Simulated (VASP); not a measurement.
# BAs (F-43m) in VASP: a series of runs

Aim: see how the results for BAs move with the level of theory and the settings. Levels: LDA, PBE, RPBE. Tasks: relaxation of cell and atoms.

Program: VASP 6.6.1. These are calculated values, not measurements. Logs are shortened: lines on timing, memory, paths and dates and some standing lists are left out, and cuts for length are marked.

## 1. The cell of the first run

Symmetry: F-43m, No. 216, cubic system. Conventional cell: a = 4.777 Å, b = 4.777 Å, c = 4.777 Å, α = 90.00°, β = 90.00°, γ = 90.00°. B (site symmetry -43m) has 4 As at 2.07 Å within 2.7 Å. As (site symmetry -43m) has 4 B at 2.07 Å within 2.7 Å.

## 2. Relaxation of cell and atoms, LDA

INCAR

```
SYSTEM = BAs
PREC     = Accurate       ! precision mode
ENCUT    = 600            ! plane-wave cutoff, eV
EDIFF    = 1E-6           ! SCF threshold, eV
ISMEAR   = -1             ! smearing method
SIGMA    = 0.01           ! smearing width, eV
LREAL    = .FALSE.        ! projectors in reciprocal space
LASPH    = .TRUE.         ! aspherical terms in the spheres
NELM     = 100            ! most SCF steps
ALGO     = Normal         ! electronic algorithm
ISIF     = 3              ! what is computed and relaxed
LWAVE    = .FALSE.        ! write WAVECAR
LCHARG   = .FALSE.        ! write CHGCAR
IBRION   = 2              ! ionic algorithm
NSW      = 80             ! ionic steps
EDIFFG   = -0.05          ! ionic threshold
```

KPOINTS

```
regular mesh
0
G
  7 7 7
  0 0 0
```

POSCAR

```
BAs
1.0
    0.0000000000      2.3885000000      2.3885000000
    2.3885000000      0.0000000000      2.3885000000
    2.3885000000      2.3885000000      0.0000000000
B As
1 1
Direct
    0.0000000000      0.0000000000      0.0000000000
    0.2500000000      0.2500000000      0.2500000000
```

Potentials or basis: VASP PAW LDA potentials, release 64 (B, As).

Launch:

```bash
cat potpaw_LDA.64/B/POTCAR potpaw_LDA.64/As/POTCAR > POTCAR
mpirun -np 1 vasp_std > vasp.out
```

OUTCAR:

```text
SYSTEM = BAs
   PREC = Accurate
   ENCUT = 600
   EDIFF = 1E-6
   ISMEAR = -1
   LREAL = .FALSE.
   LASPH = .TRUE.
   NELM = 100
   ISIF = 3
   IBRION = 2
   NSW = 80
   EDIFFG = -0.05

 ion  position               nearest neighbor table
   1  0.000  0.000  0.000-   2 2.07   2 2.07   2 2.07   2 2.07
   2  0.250  0.250  0.250-   1 2.07   1 2.07   1 2.07   1 2.07

  LATTYP: Found a face centered cubic cell.
 ALAT       =     4.7770000000

  Lattice vectors:

 A1 = (   0.0000000000,   2.3885000000,   2.3885000000)
 A2 = (   2.3885000000,   0.0000000000,   2.3885000000)
 A3 = (   2.3885000000,   2.3885000000,   0.0000000000)

Analysis of symmetry for initial positions (statically):
=====================================================================
 Subroutine PRICEL returns:
 Original cell was already a primitive cell.

 Routine SETGRP: Setting up the symmetry group for a
 face centered cubic supercell.

 Subroutine GETGRP returns: Found 24 space group operations
 (whereof 24 operations were pure point group operations)
 out of a pool of 48 trial point group operations.

The static configuration has the point symmetry T_d .

Analysis of symmetry for dynamics (positions and initial velocities):
=====================================================================
 Subroutine PRICEL returns:
 Original cell was already a primitive cell.

 Routine SETGRP: Setting up the symmetry group for a
 face centered cubic supercell.

 Subroutine GETGRP returns: Found 24 space group operations
 (whereof 24 operations were pure point group operations)
 out of a pool of 48 trial point group operations.

The dynamic configuration has the point symmetry T_d .

 Subroutine INISYM returns: Found 24 space group operations
 (whereof 24 operations are pure point group operations),
 and found     1 'primitive' translations

----------------------------------------------------------------------------------------

                                     Primitive cell

  volume of cell :      27.2525

  direct lattice vectors                    reciprocal lattice vectors
     0.000000000  2.388500000  2.388500000    -0.209336404  0.209336404  0.209336404
     2.388500000  0.000000000  2.388500000     0.209336404 -0.209336404  0.209336404
     2.388500000  2.388500000  0.000000000     0.209336404  0.209336404 -0.209336404

  length of vectors
     3.377849094  3.377849094  3.377849094     0.362581287  0.362581287  0.362581287

  position of ions in fractional coordinates (direct lattice)
     0.000000000  0.000000000  0.000000000
     0.250000000  0.250000000  0.250000000

  ion indices of the primitive-cell ions
   primitive index   ion index
                 1           1
                 2           2

----------------------------------------------------------------------------------------

 KPOINTS: regular mesh

Automatic generation of k-mesh.
 Grid dimensions read from file:
 generate k-points for:    7    7    7

 Generating k-lattice:

  Cartesian coordinates                     Fractional coordinates (reciprocal lattice)
    -0.029905201  0.029905201  0.029905201     0.142857143  0.000000000  0.000000000
     0.029905201 -0.029905201  0.029905201     0.000000000  0.142857143  0.000000000
     0.029905201  0.029905201 -0.029905201     0.000000000  0.000000000  0.142857143

  Length of vectors
     0.051797327  0.051797327  0.051797327

  Shift w.r.t. Gamma in fractional coordinates (k-lattice)
     0.000000000  0.000000000  0.000000000

 Subroutine IBZKPT returns following result:
 ===========================================

 Found     20 irreducible k-points:

 Following reciprocal coordinates:
            Coordinates               Weight
  0.000000  0.000000  0.000000      1.000000
  0.142857  0.000000  0.000000      8.000000
  0.285714  0.000000  0.000000      8.000000
  0.428571  0.000000  0.000000      8.000000
  0.142857  0.142857  0.000000      6.000000
  0.285714  0.142857  0.000000     24.000000
[... 12 lines left out ...]
 -0.428571  0.428571  0.142857     24.000000
 -0.285714  0.428571  0.142857     24.000000
   k-points           NKPTS =     20   k-points in BZ     NKDIM =     20   number of bands    NBANDS=      8
   number of dos      NEDOS =    301   number of ions     NIONS =      2
   total plane-waves  NPLWV =  21952
   dimension x,y,z NGX =    28 NGY =   28 NGZ =   28
   dimension x,y,z NGXF=    56 NGYF=   56 NGZF=   56
   ions per type =               1   1
   NGX,Y,Z   is equivalent  to a cutoff of  13.78, 13.78, 13.78 a.u.
   NGXF,Y,Z  is equivalent  to a cutoff of  27.56, 27.56, 27.56 a.u.
 SYSTEM =  BAs
   PREC   = accura    normal or accurate (medium, high low for compatibility)
   ISTART =      0    job   : 0-new  1-cont  2-samecut
   ICHARG =      2    charge: 1-file 2-atom 10-const
   ISPIN  =      1    spin polarized calculation?
   LNONCOLLINEAR =      F non collinear calculations
   LSORBIT =      F    spin-orbit coupling
   LASPH  =      T    aspherical Exc in radial PAW
   ENCUT  =  600.0 eV  44.10 Ry    6.64 a.u.   6.75  6.75  6.75*2*pi/ulx,y,z
   NELM   =    100;   NELMIN=  2; NELMDL= -5     # of ELM steps
   EDIFF  = 0.1E-05   stopping-criterion for ELM
   LREAL  =      F    real-space projection
   EDIFFG = -.5E-01   stopping-criterion for IOM
   NSW    =     80    number of steps for IOM
   IBRION =      2    ionic relax: 0-MD 1-quasi-New 2-CG
   NFREE  =      1    steps in history (QN), initial steepest desc. (CG)
   ISIF   =      3    stress and relaxation
   ISYM   =      2    0-nonsym 1-usesym 2-fastsym
   POTIM  = 0.5000    time-step for ionic-motion
   TEBEG  =    0.0;   TEEND  =   0.0 temperature during run
   PSTRESS=    0.0 pullay stress
   NELECT =       8.0000    total number of electrons
   NUPDOWN=      -1.0000    fix difference up-down
   EMIN   =  10.00;   EMAX   =-10.00  energy-range for DOS
   EFERMI =   0.00;   METHOD = LEGACY
   ISMEAR =    -1;   SIGMA  =   0.01  broadening in eV -4-tet -1-fermi 0-gaus
   EFERMI_NEDOS =   21; number of points for ismear=-14 and -15
   IALGO  =     38    algorithm
   IMIX   =      4    mixing-type and parameters
     AMIX     =   0.40;   BMIX     =  1.00
     AMIX_MAG =   1.60;   BMIX_MAG =  1.00
  volume/ion in A,a.u.               =      13.63        91.95
  Fermi-wavevector in a.u.,A,eV,Ry     =   1.088018  2.056057 16.106360  1.183784
  Thomas-Fermi vector in A             =   2.224191
   LORBIT       =      0    0 simple, 1 ext, 2 COOP (PROOUT), +10 PAW based schemes
   GGA     = CA    functional components
   LHFCALC =     F    Hartree Fock is set to
   AEXX    =    0.0000 exact exchange contribution
   IVDW    =     0    specifies the selected vdW correction
   LEPSILON=     F    determine dielectric tensor
   LRPA    =     F    only Hartree local field effects (RPA)
 conjugate gradient relaxation of ions
 non-spin polarized calculation
  energy-cutoff  :      600.00
  volume of cell :       27.25
 maximum number of plane-waves:       941
   NGX = 13   NGY = 13   NGZ = 13

--------------------------------------- Ionic step        1  -------------------------------------------

 number of electron       8.0000000 magnetization

 Free energy of the ion-electron system (eV)
  ---------------------------------------------------
  ext. energy  EPLUGINS =         0.00000000
  ---------------------------------------------------
  free energy    TOTEN  =       -12.91518963 eV

  energy without entropy =      -12.91518963  energy(sigma->0) =      -12.91518963

------------------------ aborting loop because EDIFF is reached ----------------------------------------

  FORCE on cell =-STRESS in cart. coord.  units (eV):
  Direction    XX          YY          ZZ          XY          YZ          ZX
  --------------------------------------------------------------------------------------
  -------------------------------------------------------------------------------------
  Total       -0.5251392     -0.5251392     -0.5251392      0.0000000     -0.0000000      0.0000000
  in kB      -30.8730325    -30.8730325    -30.8730325      0.0000000     -0.0000000      0.0000000
  external PRESSURE =     -30.8730325 kB  Pullay stress =       0.0000000 kB

 VOLUME and BASIS-vectors are now :
 -----------------------------------------------------------------------------
  energy-cutoff  :      600.00
  volume of cell :       27.25
      direct lattice vectors                 reciprocal lattice vectors
     0.000000000  2.388500000  2.388500000    -0.209336404  0.209336404  0.209336404
     2.388500000  0.000000000  2.388500000     0.209336404 -0.209336404  0.209336404
     2.388500000  2.388500000  0.000000000     0.209336404  0.209336404 -0.209336404
[... 37 lines left out ...]
 POSITION                                       TOTAL-FORCE (eV/Angst)
 -----------------------------------------------------------------------------------
      0.00000      0.00000      0.00000         0.000000      0.000000     -0.000000
      1.17912      1.17912      1.17912        -0.000000     -0.000000      0.000000
 -----------------------------------------------------------------------------------
    total drift:                               -0.000000     -0.000000     -0.000000

  FREE ENERGIE OF THE ION-ELECTRON SYSTEM (eV)
  ---------------------------------------------------
  free  energy   TOTEN  =       -12.9176336476 eV

  energy  without entropy=      -12.9176336476  energy(sigma->0) =      -12.91763365

--------------------------------------- Ionic step        3  -------------------------------------------

 number of electron       8.0000000 magnetization

 Free energy of the ion-electron system (eV)
  ---------------------------------------------------
  ext. energy  EPLUGINS =         0.00000000
  ---------------------------------------------------
  free energy    TOTEN  =       -12.92097271 eV

  energy without entropy =      -12.92097271  energy(sigma->0) =      -12.92097271

 E-fermi :   6.6097     XC(G=0): -10.8743

 val. band max:        6.4073677773   @ k =   0.0000   0.0000   0.0000
 cond. band min:       7.5269685100   @ k =   0.4286   0.4286   0.0000
 fundamental gap:      1.1196007327
 Fermi energy:         6.6096997076

 k-point     1 :       0.0000    0.0000    0.0000
  band No.  band energies     occupation
      1      -9.1692      2.00000
      2       6.4074      2.00000
      3       6.4074      2.00000
      4       6.4074      2.00000
      5       9.6840      0.00000
      6       9.6840      0.00000
      7       9.6840      0.00000
      8      11.3806      0.00000

 k-point     2 :       0.1429    0.0000    0.0000
  band No.  band energies     occupation
      1      -8.8297      2.00000
      2       4.0043      2.00000
      3       5.8533      2.00000
      4       5.8533      2.00000
      5       9.8287      0.00000
      6      10.4072      0.00000
      7      10.4072      0.00000
      8      12.8442      0.00000
[... 218 lines left out ...]
 POSITION                                       TOTAL-FORCE (eV/Angst)
 -----------------------------------------------------------------------------------
      0.00000      0.00000      0.00000        -0.000000      0.000000      0.000000
      1.18559      1.18559      1.18559         0.000000     -0.000000     -0.000000
 -----------------------------------------------------------------------------------
    total drift:                               -0.000000     -0.000000     -0.000000

  FREE ENERGIE OF THE ION-ELECTRON SYSTEM (eV)
  ---------------------------------------------------
  free  energy   TOTEN  =       -12.9209727127 eV

  energy  without entropy=      -12.9209727126  energy(sigma->0) =      -12.92097271

 reached required accuracy - stopping structural energy minimisation
```

Wall time 10 s (1 thread of AMD EPYC 7R13 (Zen 3), shared host); peak memory 0.12 GiB.

What came out:

```
Free energy                            : -12.9210 eV
Relaxed volume                         : 13.33 Å³/atom
Relaxed cell                           : a = 3.353 Å, b = 3.353 Å, c = 3.353 Å, α = 60.00°, β = 60.00°, γ = 60.00°
Space group after relaxing (to 0.05 Å) : F-43m (No. 216)
Energy gained by relaxing              : 2.9 meV/atom
Ionic steps                            : 3
Pressure after relaxing                : 0.0 GPa
Band gap on the k mesh                 : 1.12 eV, indirect (least direct gap 3.28 eV)
```

Step by step:
| step | energy change (eV) | largest force (eV/Å) | pressure (GPa) | volume (Å³) |
| --- | --- | --- | --- | --- |
| 1 | 0.0000 | 0.0000 | -3.09 | 27.25 |
| 2 | -0.0024 | 0.0000 | 2.51 | 26.23 |
| 3 | -0.0058 | 0.0000 | -0.01 | 26.66 |

Final structure:
```xyz
2
Lattice="0.0000 2.3712 2.3712 2.3712 0.0000 2.3712 2.3712 2.3712 0.0000" Properties=species:S:1:pos:R:3 pbc="T T T"
B     0.0000    0.0000    0.0000
As    1.1856    1.1856    1.1856
```

## 3. Relaxation of cell and atoms, PBE

INCAR

```
SYSTEM = BAs
PREC = Accurate
ENCUT = 600
EDIFF = 1E-6
ISMEAR = -1
SIGMA = 0.01
LREAL = .FALSE.
LASPH = .TRUE.
NELM = 100
ALGO = Normal
ISIF = 3
LWAVE = .FALSE.
LCHARG = .FALSE.
GGA = PE
IBRION = 2
NSW = 80
EDIFFG = -0.05
```

KPOINTS

```
Automatic mesh
0
G
  7 7 7
  0 0 0
```

POSCAR is that of step 2.

Potentials or basis: VASP PAW PBE potentials, release 64 (B, As).

Launch:

```bash
cat potpaw_PBE.64/B/POTCAR potpaw_PBE.64/As/POTCAR > POTCAR
mpirun -np 1 vasp_std > vasp.out
```

Wall time 13 s (1 thread of AMD EPYC 7R13 (Zen 3), shared host); peak memory 0.13 GiB.

Results (log left out):

- Free energy: -11.4079 eV
- Relaxed volume: 13.97 Å³/atom
- Relaxed cell: a = 3.406 Å, b = 3.406 Å, c = 3.406 Å, α = 60.00°, β = 60.00°, γ = 60.00°
- Space group after relaxing (to 0.05 Å): F-43m (No. 216)
- Energy gained by relaxing: 3.6 meV/atom
- Ionic steps: 3
- Pressure after relaxing: 0.0 GPa
- Band gap on the k mesh: 1.22 eV, indirect (least direct gap 3.25 eV)

Step by step:
| step | energy change (eV) | largest force (eV/Å) | pressure (GPa) | volume (Å³) |
| --- | --- | --- | --- | --- |
| 1 | 0.0000 | 0.0000 | 3.43 | 27.25 |
| 2 | -0.0037 | 0.0000 | -2.20 | 28.42 |
| 3 | -0.0071 | 0.0000 | 0.01 | 27.93 |

Final structure:
```
B As
1.0
     0.00000    2.40819    2.40819
     2.40819    0.00000    2.40819
     2.40819    2.40819    0.00000
B As
1 1
Direct
  0.00000 0.00000 0.00000
  0.25000 0.25000 0.25000
```

Levels at points of the mesh, in eV from the valence-band top:
```
           k point  band 1  band 2  band 3  band 4  band 5  band 6  band 7  band 8
(0.00, 0.00, 0.00)  -15.18    0.00    0.00    0.00    3.25    3.25    3.25    4.38
```

A k mesh can miss the band edges. PBE usually gives volumes a little too large and moduli too small.

## 4. Relaxation of cell and atoms, RPBE

INCAR

```
  ALGO = Normal
  EDIFF = 1E-7
  EDIFFG = -0.05
  ENCUT = 600
  GGA = RP
  IBRION = 2
  ISIF = 3
  ISMEAR = -1
  LASPH = T
  LCHARG = F
  LREAL = F
  LWAVE = F
  NELM = 100
  NSW = 80
  PREC = Accurate
  SIGMA = 0.01
```

KPOINTS

```
k-points
0
Gamma
  7 7 7
```

POSCAR is that of step 3.

Launch:

```bash
cat potpaw_PBE.64/B/POTCAR potpaw_PBE.64/As/POTCAR > POTCAR
mpirun -np 1 vasp_std > vasp.out
```

Run time: 16 s. Hardware: 1 thread of AMD EPYC 7R13 (Zen 3), shared host; peak memory 0.13 GiB.

Results (log left out):

```yaml
Free_energy: -10.7437 eV
Relaxed_volume: 14.24 Å³/atom
Relaxed_cell: a = 3.427 Å, b = 3.427 Å, c = 3.427 Å, α = 60.00°, β = 60.00°, γ = 60.00°
Space_group_after_relaxing_to_0.05_Å: F-43m (No. 216)
Energy_gained_by_relaxing: 11.0 meV/atom
Ionic_steps: 3
Pressure_after_relaxing: 0.0 GPa
Band_gap_on_the_k_mesh: 1.28 eV, indirect (least direct gap 3.22 eV)
```

Step by step:
| step | energy change (eV) | largest force (eV/Å) | pressure (GPa) | volume (Å³) |
| --- | --- | --- | --- | --- |
| 1 | 0.0000 | 0.0000 | 6.00 | 27.25 |
| 2 | -0.0125 | 0.0000 | -3.45 | 29.32 |
| 3 | -0.0219 | 0.0000 | 0.00 | 28.47 |

Final structure:
```xyz
2
Lattice="0.0000 2.4236 2.4236 2.4236 0.0000 2.4236 2.4236 2.4236 0.0000" Properties=species:S:1:pos:R:3 pbc="T T T"
B     0.0000    0.0000    0.0000
As    1.2118    1.2118    1.2118
```

Levels at points of the mesh, in eV from the valence-band top:
```csv
k point,band 1,band 2,band 3,band 4,band 5,band 6,band 7,band 8
"(0.00, 0.00, 0.00)",-15.01,0.00,0.00,0.00,3.22,3.22,3.22,4.16
```

Caveat: the PAW data sets were made with another functional, which shifts forces and pressure a little. Zero-point motion and thermal expansion aren't in these numbers.

## 5. The runs side by side

| level | potentials or basis | gap on the mesh (eV) | pressure (GPa) | relaxed volume (Å³/atom) |
| --- | --- | --- | --- | --- |
| LDA | VASP PAW LDA potentials, release 64 (B, As) | 1.12 | 0.0 | 13.33 |
| PBE | VASP PAW PBE potentials, release 64 (B, As) | 1.22 | 0.0 | 13.97 |
| RPBE | VASP PAW PBE potentials, release 64 (B, As) | 1.28 | 0.0 | 14.24 |

Alike in all rows: task relaxation of cell and atoms; no spin polarisation; cell relaxed; k mesh 7 × 7 × 7; cutoff (eV) 600; smearing fermi-dirac 0.01 eV.

Caveats: the PAW data sets were made with another functional, which shifts forces and pressure a little (some runs).

Total energies depend on the potentials used, so only differences within one code and one set of settings carry meaning.
